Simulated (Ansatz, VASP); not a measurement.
## Two plane-wave programs on SiO2

```
Si O
1.0
     1.34951    0.77914    5.18595
    -1.34951    0.77914    5.18595
     0.00000   -1.55828    5.18595
Si O
1 2
Direct
  0.00000 0.00000 0.00000
  0.27452 0.27452 0.27452
  0.72548 0.72548 0.72548
```

Change from the starting cell: ordered vacancies on the cation sites of rock salt (R-3m, No. 166).

Alike in both runs: functional PBE; k mesh 6 × 6 × 6; occupations gaussian, width 0.1 eV; no spin polarisation.

Ansatz relaxed the structure, and its values are those at the end. VASP's run is a single point on that final structure, the one shown.

|  | VASP | Ansatz |
| --- | --- | --- |
| version | VASP 6.6.1 | Ansatz 0.2.0 |
| potentials or method | VASP PAW PBE potentials, release 64 (Si, O), cutoff 520 eV | scalar-relativistic, plane waves, PAW |
| valence electrons in the cell | 16 | 16 |

Ansatz gave:

- gap on the k mesh at the Fermi level (eV): 6.23
- least direct gap on the mesh (eV): 6.60
- pressure (GPa): 0.1
- rms of the force components (eV/Å): 0.001

Question: Estimate VASP's values.

Answer: gap on the k mesh at the Fermi level (eV): 6.21; least direct gap on the mesh (eV): 6.58; pressure (GPa): 0.5; rms of the force components (eV/Å): 0.007.

The k mesh is coarse, so the values compare programs but aren't converged.
